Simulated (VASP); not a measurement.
Here is a VASP 6.6.1 calculation.

File INCAR:

```
SYSTEM = V
PREC = Accurate
ENCUT = 520
EDIFF = 1E-6
ISMEAR = 1
SIGMA = 1.0
LREAL = .False.
LASPH = .True.
NELM = 80
ALGO = Normal
ISIF = 2
LWAVE = .False.
LCHARG = .False.
GGA = PE
NBANDS = 12
```

File KPOINTS:

```
regular mesh
0
Gamma
  15 15 15
  0 0 0
```

POSCAR

```
V
1.0
   -1.4991761207      1.4991761207      1.4991761207
    1.4991761207     -1.4991761207      1.4991761207
    1.4991761207      1.4991761207     -1.4991761207
V
1
Direct
    0.0000000000      0.0000000000      0.0000000000
```

Potentials or basis: VASP PAW PBE potentials, release 64 (V_sv).

Run with:

```bash
$ cat potpaw_PBE.64/V_sv/POTCAR > POTCAR
$ mpirun -np 1 vasp_std > vasp.out
```

Question: What does it give for the pressure?

Answer: 0.0 GPa.
